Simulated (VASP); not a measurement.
Set up this calculation in VASP 6.6.1, as the native input.

```yaml
Task: single point
Functional: HSE06
Potentials_or_basis: VASP PAW PBE potentials, release 64 (Sn_d)
Cutoff: 520 eV
k_mesh: 4 × 4 × 4
Occupations: fermi-dirac, width 0.1 eV
Spin: no spin polarisation
Dipole_correction: no
Grid_for_exact_exchange_PRECFOCK: Normal
Further_INCAR_settings: ALGO = Normal; EDIFF = 1e-07; NBANDS = 21
Share_of_exact_exchange: 0.25
Screening_parameter: 0.2079 1/Å
```

Crystal: Sn.

```
Sn
1.0
     0.00000    3.23386    3.23386
     3.23386    0.00000    3.23386
     3.23386    3.23386    0.00000
Sn
2
Direct
  0.00000 0.00000 0.00000
  0.25000 0.25000 0.25000
```

This isn't the form of Sn at room conditions, which is tetragonal (white tin).

One way to write it, as run:

POSCAR

```
Sn
1.0
    0.0000000000      3.2338578472      3.2338578472
    3.2338578472      0.0000000000      3.2338578472
    3.2338578472      3.2338578472      0.0000000000
Sn
2
Direct
    0.0000000000      0.0000000000      0.0000000000
    0.2500000000      0.2500000000      0.2500000000
```

INCAR.step1

```
SYSTEM = Sn
ALGO = Normal
EDIFF = 1E-5
ENCUT = 520
GGA = PE
ISIF = 2
ISMEAR = -1
LASPH = .True.
LCHARG = .False.
LREAL = .False.
LWAVE = .True.
NBANDS = 21
NELM = 60
PREC = Accurate
SIGMA = 0.1
```

INCAR.step2

```
SYSTEM = Sn
ALGO = Normal
EDIFF = 1E-7
ENCUT = 520
GGA = PE
HFSCREEN = 0.2079
ISIF = 2
ISMEAR = -1
ISTART = 1
LASPH = .True.
LCHARG = .False.
LHFCALC = .True.
LREAL = .False.
LWAVE = .False.
NBANDS = 21
NELM = 60
PREC = Accurate
PRECFOCK = Normal
SIGMA = 0.1
```

KPOINTS

```
k-points
0
Gamma
  4 4 4
  0 0 0
```

Potentials or basis: VASP PAW PBE potentials, release 64 (Sn_d).

Launch:

```bash
$ cat potpaw_PBE.64/Sn_d/POTCAR > POTCAR
$ cp INCAR.step1 INCAR
$ mpirun -np 1 vasp_std > vasp.out
$ cp INCAR.step2 INCAR
$ mpirun -np 1 vasp_std > vasp.out
```

It gave:

- Pressure: 2.4 GPa
- Band gap on the k mesh: zero (filled and empty bands touch)

Caveat: the k points lie up to 0.42 Å⁻¹ apart; the PAW data sets were made with another functional, which shifts forces and pressure a little; spin-orbit coupling is left out, which moves the levels of the heavy elements.

Wall time 42 min on 1 thread of AMD EPYC 9755 128-Core Processor, on a shared host, peak memory 0.28 GiB.
